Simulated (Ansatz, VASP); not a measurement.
Pd: VASP beside Ansatz

```
Pd
1.0
    -3.01757    3.43475    1.35911
     3.43475   -3.01757    1.35911
     1.93718    1.93718   -0.59504
Pd
2
Direct
  0.00763 0.99237 0.00000
  0.74237 0.25763 0.50000
```

Alike in both runs: task single point; functional BLYP; k mesh 13 × 13 × 13; occupations fermi-dirac, width 0.05 eV; collinear spin.

|  | VASP | Ansatz |
| --- | --- | --- |
| version | VASP 6.6.1 | Ansatz 0.2.0 |
| potentials or method | VASP PAW PBE potentials, release 64 (Pd), cutoff 520 eV | plane waves (420 eV) with PAW, scalar-relativistic |
| valence electrons in the cell | 20 | 36 |

|  | VASP | Ansatz | Ansatz less VASP |
| --- | --- | --- | --- |
| pressure (GPa) | -4.1 | -4.3 | -0.24 |
| traceless stress, the component that is largest in VASP (GPa) | 0.19 | 0.19 | +0.003 |
| net moment per atom (μB) | 0.00 | 0.00 | -0.001 |

VASP's potentials were made for PBE, not for BLYP. VASP's potentials hold 20 valence electrons a cell and Ansatz's 36, so a difference there can come from the potentials and not from the codes. Ansatz's warnings: seeded moment not kept.
